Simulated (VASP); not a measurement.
# CaHg (Pm-3m) in VASP: relaxation of cell and atoms with LDA

Aim: the relaxation of cell and atoms of CaHg with LDA.

Program: VASP 6.6.1. These are calculated values, not measurements. Logs are shortened: lines on timing, memory, paths and dates and some standing lists are left out, and cuts for length are marked.

## (1) The cell of the first run

The structure is cubic, space group Pm-3m (No. 221). Conventional cell: a = 3.755 Å, b = 3.755 Å, c = 3.755 Å, α = 90.00°, β = 90.00°, γ = 90.00°. Within 4.3 Å of Ca (site symmetry m-3m) lie 8 Hg at 3.25 Å and 6 Ca at 3.75 Å. Within 4.3 Å of Hg (site symmetry m-3m) lie 8 Ca at 3.25 Å and 6 Hg at 3.75 Å.

## (2) Relaxation of cell and atoms, LDA

Contents of INCAR:

```
SYSTEM = CaHg
ALGO = Normal
EDIFF = 1E-7
EDIFFG = -0.02
ENCUT = 550
GGA_COMPAT = .False.
IBRION = 2
ISIF = 3
ISMEAR = -1
LASPH = .True.
LCHARG = .False.
LREAL = .False.
LWAVE = .False.
NELM = 120
NELMIN = 4
NSW = 60
PREC = Accurate
SIGMA = 0.15
```

Contents of KPOINTS:

```
k-points
0
Gamma
  5 5 5
  0 0 0
```

Contents of POSCAR:

```
CaHg
1.0
    3.7546546800      0.0000000000      0.0000000000
    0.0000000000      3.7546546800      0.0000000000
    0.0000000000      0.0000000000      3.7546546800
Ca Hg
1 1
Direct
    0.0000000000      0.0000000000      0.0000000000
    0.5000000000      0.5000000000      0.5000000000
```

Potentials or basis: VASP PAW LDA potentials, release 64 (Ca_sv, Hg_sv_GW).

Command:

```
> cat potpaw_LDA.64/Ca_sv/POTCAR potpaw_LDA.64/Hg_sv_GW/POTCAR > POTCAR
> mpirun -np 1 vasp_std > vasp.out
```

OUTCAR:

```text
SYSTEM = CaHg
   EDIFF = 1E-7
   EDIFFG = -0.02
   ENCUT = 550
   IBRION = 2
   ISIF = 3
   ISMEAR = -1
   LASPH = .True.
   LREAL = .False.
   NELM = 120
   NELMIN = 4
   NSW = 60
   PREC = Accurate

 ion  position               nearest neighbor table
   1  0.000  0.000  0.000-
   2  0.500  0.500  0.500-

  LATTYP: Found a simple cubic cell.
 ALAT       =     3.7546546800

  Lattice vectors:

 A1 = (   3.7546546800,   0.0000000000,   0.0000000000)
 A2 = (   0.0000000000,   3.7546546800,   0.0000000000)
 A3 = (   0.0000000000,   0.0000000000,   3.7546546800)

Analysis of symmetry for initial positions (statically):
=====================================================================
 Subroutine PRICEL returns:
 Original cell was already a primitive cell.

 Routine SETGRP: Setting up the symmetry group for a
 simple cubic supercell.

 Subroutine GETGRP returns: Found 48 space group operations
 (whereof 48 operations were pure point group operations)
 out of a pool of 48 trial point group operations.

The static configuration has the point symmetry O_h .

Analysis of symmetry for dynamics (positions and initial velocities):
=====================================================================
 Subroutine PRICEL returns:
 Original cell was already a primitive cell.

 Routine SETGRP: Setting up the symmetry group for a
 simple cubic supercell.

 Subroutine GETGRP returns: Found 48 space group operations
 (whereof 48 operations were pure point group operations)
 out of a pool of 48 trial point group operations.

The dynamic configuration has the point symmetry O_h .

 Subroutine INISYM returns: Found 48 space group operations
 (whereof 48 operations are pure point group operations),
 and found     1 'primitive' translations

----------------------------------------------------------------------------------------

                                     Primitive cell

  volume of cell :      52.9310

  direct lattice vectors                    reciprocal lattice vectors
     3.754654680  0.000000000  0.000000000     0.266336078  0.000000000  0.000000000
     0.000000000  3.754654680  0.000000000     0.000000000  0.266336078  0.000000000
     0.000000000  0.000000000  3.754654680     0.000000000  0.000000000  0.266336078

  length of vectors
     3.754654680  3.754654680  3.754654680     0.266336078  0.266336078  0.266336078

  position of ions in fractional coordinates (direct lattice)
     0.000000000  0.000000000  0.000000000
     0.500000000  0.500000000  0.500000000

  ion indices of the primitive-cell ions
   primitive index   ion index
                 1           1
                 2           2

----------------------------------------------------------------------------------------

 KPOINTS: k-points

Automatic generation of k-mesh.
 Grid dimensions read from file:
 generate k-points for:    5    5    5

 Generating k-lattice:

  Cartesian coordinates                     Fractional coordinates (reciprocal lattice)
     0.053267216  0.000000000  0.000000000     0.200000000  0.000000000  0.000000000
     0.000000000  0.053267216  0.000000000     0.000000000  0.200000000  0.000000000
     0.000000000  0.000000000  0.053267216     0.000000000  0.000000000  0.200000000

  Length of vectors
     0.053267216  0.053267216  0.053267216

  Shift w.r.t. Gamma in fractional coordinates (k-lattice)
     0.000000000  0.000000000  0.000000000

 Subroutine IBZKPT returns following result:
 ===========================================

 Found     10 irreducible k-points:

 Following reciprocal coordinates:
            Coordinates               Weight
  0.000000  0.000000  0.000000      1.000000
  0.200000  0.000000  0.000000      6.000000
  0.400000  0.000000  0.000000      6.000000
  0.200000  0.200000  0.000000     12.000000
  0.400000  0.200000  0.000000     24.000000
  0.400000  0.400000  0.000000     12.000000
  0.200000  0.200000  0.200000      8.000000
  0.400000  0.200000  0.200000     24.000000
  0.400000  0.400000  0.200000     24.000000
  0.400000  0.400000  0.400000      8.000000
   k-points           NKPTS =     10   k-points in BZ     NKDIM =     10   number of bands    NBANDS=     19
   number of dos      NEDOS =    301   number of ions     NIONS =      2
   total plane-waves  NPLWV =  27000
   dimension x,y,z NGX =    30 NGY =   30 NGZ =   30
   dimension x,y,z NGXF=    60 NGYF=   60 NGZF=   60
   ions per type =               1   1
   NGX,Y,Z   is equivalent  to a cutoff of  13.28, 13.28, 13.28 a.u.
   NGXF,Y,Z  is equivalent  to a cutoff of  26.57, 26.57, 26.57 a.u.
 SYSTEM =  CaHg
   PREC   = accura    normal or accurate (medium, high low for compatibility)
   ISTART =      0    job   : 0-new  1-cont  2-samecut
   ICHARG =      2    charge: 1-file 2-atom 10-const
   ISPIN  =      1    spin polarized calculation?
   LNONCOLLINEAR =      F non collinear calculations
   LSORBIT =      F    spin-orbit coupling
   LASPH  =      T    aspherical Exc in radial PAW
   ENCUT  =  550.0 eV  40.42 Ry    6.36 a.u.   7.18  7.18  7.18*2*pi/ulx,y,z
   NELM   =    120;   NELMIN=  4; NELMDL= -5     # of ELM steps
   EDIFF  = 0.1E-06   stopping-criterion for ELM
   LREAL  =      F    real-space projection
   EDIFFG = -.2E-01   stopping-criterion for IOM
   NSW    =     60    number of steps for IOM
   IBRION =      2    ionic relax: 0-MD 1-quasi-New 2-CG
   NFREE  =      1    steps in history (QN), initial steepest desc. (CG)
   ISIF   =      3    stress and relaxation
   ISYM   =      2    0-nonsym 1-usesym 2-fastsym
   POTIM  = 0.5000    time-step for ionic-motion
   TEBEG  =    0.0;   TEEND  =   0.0 temperature during run
   PSTRESS=    0.0 pullay stress
   NELECT =      30.0000    total number of electrons
   NUPDOWN=      -1.0000    fix difference up-down
   EMIN   =  10.00;   EMAX   =-10.00  energy-range for DOS
   EFERMI =   0.00;   METHOD = LEGACY
   ISMEAR =    -1;   SIGMA  =   0.15  broadening in eV -4-tet -1-fermi 0-gaus
   EFERMI_NEDOS =   21; number of points for ismear=-14 and -15
   IALGO  =     38    algorithm
   IMIX   =      4    mixing-type and parameters
     AMIX     =   0.40;   BMIX     =  1.00
     AMIX_MAG =   1.60;   BMIX_MAG =  1.00
  volume/ion in A,a.u.               =      26.47       178.60
  Fermi-wavevector in a.u.,A,eV,Ry     =   1.354811  2.560221 24.973653  1.835512
  Thomas-Fermi vector in A             =   2.481951
   LORBIT       =      0    0 simple, 1 ext, 2 COOP (PROOUT), +10 PAW based schemes
   GGA     = CA    functional components
   LHFCALC =     F    Hartree Fock is set to
   AEXX    =    0.0000 exact exchange contribution
   IVDW    =     0    specifies the selected vdW correction
   LEPSILON=     F    determine dielectric tensor
   LRPA    =     F    only Hartree local field effects (RPA)
 conjugate gradient relaxation of ions
 non-spin polarized calculation
  energy-cutoff  :      550.00
  volume of cell :       52.93
 maximum number of plane-waves:      1562
 NGX is ok and might be reduce to    30
   NGX = 15   NGY = 15   NGZ = 15

--------------------------------------- Ionic step        1  -------------------------------------------

 number of electron      29.9999997 magnetization

 Free energy of the ion-electron system (eV)
  ---------------------------------------------------
  ext. energy  EPLUGINS =         0.00000000
  ---------------------------------------------------
  free energy    TOTEN  =        -4.56579654 eV

  energy without entropy =       -4.46551908  energy(sigma->0) =       -4.51565781

 E-fermi :   4.3132     XC(G=0): -10.3358

 val. band max:        4.2247648862   @ k =   0.4000   0.4000   0.0000
 cond. band min:       5.0453630561   @ k =   0.2000   0.0000   0.0000
 fundamental gap:      0.8205981699
 Fermi energy:         4.3132014878

 k-point     1 :       0.0000    0.0000    0.0000
  band No.  band energies     occupation
      1    -110.4702      2.00000
      2     -59.0544      2.00000
      3     -59.0544      2.00000
      4     -59.0544      2.00000
      5     -36.3891      2.00000
      6     -17.6515      2.00000
[... 11 lines left out ...]
     18       8.8029      0.00000
     19       8.8039      0.00000

 k-point     2 :       0.2000    0.0000    0.0000
  band No.  band energies     occupation
      1    -110.4702      2.00000
      2     -59.0550      2.00000
      3     -59.0543      2.00000
      4     -59.0543      2.00000
      5     -36.3858      2.00000
      6     -17.6997      2.00000
[... 236 lines left out ...]
 VOLUME and BASIS-vectors are now :
 -----------------------------------------------------------------------------
  energy-cutoff  :      550.00
  volume of cell :       48.78
      direct lattice vectors                 reciprocal lattice vectors
     3.653832963 -0.000000000 -0.000000000     0.273685199  0.000000000  0.000000000
    -0.000000000  3.653832963 -0.000000000     0.000000000  0.273685199  0.000000000
    -0.000000000 -0.000000000  3.653832963     0.000000000  0.000000000  0.273685199

 POSITION                                       TOTAL-FORCE (eV/Angst)
 -----------------------------------------------------------------------------------
      0.00000      0.00000      0.00000         0.000000      0.000000      0.000000
      1.82692      1.82692      1.82692        -0.000000     -0.000000      0.000000
 -----------------------------------------------------------------------------------
    total drift:                                0.000000      0.000000      0.000000

  FREE ENERGIE OF THE ION-ELECTRON SYSTEM (eV)
  ---------------------------------------------------
  free  energy   TOTEN  =        -4.6106192060 eV

  energy  without entropy=       -4.5144122611  energy(sigma->0) =       -4.56251573

--------------------------------------- Ionic step        3  -------------------------------------------

 number of electron      30.0000006 magnetization

 Free energy of the ion-electron system (eV)
  ---------------------------------------------------
  ext. energy  EPLUGINS =         0.00000000
  ---------------------------------------------------
  free energy    TOTEN  =        -4.61070623 eV

  energy without entropy =       -4.51430371  energy(sigma->0) =       -4.56250497

 E-fermi :   4.8781     XC(G=0): -10.7152

 val. band max:        4.8343215023   @ k =   0.4000   0.4000   0.0000
 cond. band min:       5.7200576294   @ k =   0.2000   0.0000   0.0000
 fundamental gap:      0.8857361271
 Fermi energy:         4.8780996607

 k-point     1 :       0.0000    0.0000    0.0000
  band No.  band energies     occupation
      1    -110.0080      2.00000
      2     -58.5910      2.00000
      3     -58.5910      2.00000
      4     -58.5910      2.00000
      5     -35.5768      2.00000
      6     -16.8426      2.00000
[... 11 lines left out ...]
     18       9.6808      0.00000
     19       9.6809      0.00000

 k-point     2 :       0.2000    0.0000    0.0000
  band No.  band energies     occupation
      1    -110.0080      2.00000
      2     -58.5920      2.00000
      3     -58.5909      2.00000
      4     -58.5909      2.00000
      5     -35.5720      2.00000
      6     -16.9081      2.00000
[... 200 lines left out ...]
 VOLUME and BASIS-vectors are now :
 -----------------------------------------------------------------------------
  energy-cutoff  :      550.00
  volume of cell :       48.95
      direct lattice vectors                 reciprocal lattice vectors
     3.657984076 -0.000000000 -0.000000000     0.273374618  0.000000000  0.000000000
    -0.000000000  3.657984076 -0.000000000     0.000000000  0.273374618  0.000000000
    -0.000000000 -0.000000000  3.657984076     0.000000000  0.000000000  0.273374618

 POSITION                                       TOTAL-FORCE (eV/Angst)
 -----------------------------------------------------------------------------------
      0.00000      0.00000      0.00000         0.000000      0.000000      0.000000
      1.82899      1.82899      1.82899        -0.000000     -0.000000      0.000000
 -----------------------------------------------------------------------------------
    total drift:                                0.000000      0.000000      0.000000

  FREE ENERGIE OF THE ION-ELECTRON SYSTEM (eV)
  ---------------------------------------------------
  free  energy   TOTEN  =        -4.6107062303 eV

  energy  without entropy=       -4.5143037139  energy(sigma->0) =       -4.56250497

 reached required accuracy - stopping structural energy minimisation
```

Run time: 14 s. Hardware: 1 thread of Intel Xeon 6975P-C (Granite Rapids), shared host; peak memory 0.17 GiB.

What came out:

```yaml
Free_energy: -4.6107 eV
Relaxed_volume: 24.47 Å³/atom
Relaxed_cell: a = 3.658 Å, b = 3.658 Å, c = 3.658 Å, α = 90.00°, β = 90.00°, γ = 90.00°
Space_group_after_relaxing_to_0.1_Å: Pm-3m (No. 221)
Energy_gained_by_relaxing: 22.5 meV/atom
Ionic_steps: 3
Pressure_after_relaxing: 0.0 GPa
Band_gap_on_the_k_mesh: zero (bands 15 and 16 overlap by 2.33 eV)
```

The path:
| step | energy change (eV) | largest force (eV/Å) | pressure (GPa) | volume (Å³) |
| --- | --- | --- | --- | --- |
| 1 | 0.0000 | 0.0000 | -3.37 | 52.93 |
| 2 | -0.0448 | 0.0000 | 0.18 | 48.78 |
| 3 | -0.0449 | 0.0000 | 0.00 | 48.95 |

Final structure:
```cif
data_structure
_symmetry_space_group_name_H-M 'P 1'
_symmetry_Int_Tables_number 1
_cell_length_a 3.6580
_cell_length_b 3.6580
_cell_length_c 3.6580
_cell_angle_alpha 90.000
_cell_angle_beta 90.000
_cell_angle_gamma 90.000
_cell_volume 48.95
loop_
_atom_site_label
_atom_site_type_symbol
_atom_site_fract_x
_atom_site_fract_y
_atom_site_fract_z
_atom_site_occupancy
Ca1 Ca 0.00000 0.00000 0.00000 1
Hg1 Hg 0.50000 0.50000 0.50000 1
```

Caveat: spin-orbit coupling is left out, which moves the levels of the heavy elements.

The gap in the log of VASP goes by the Fermi energy; the results here count the filled bands.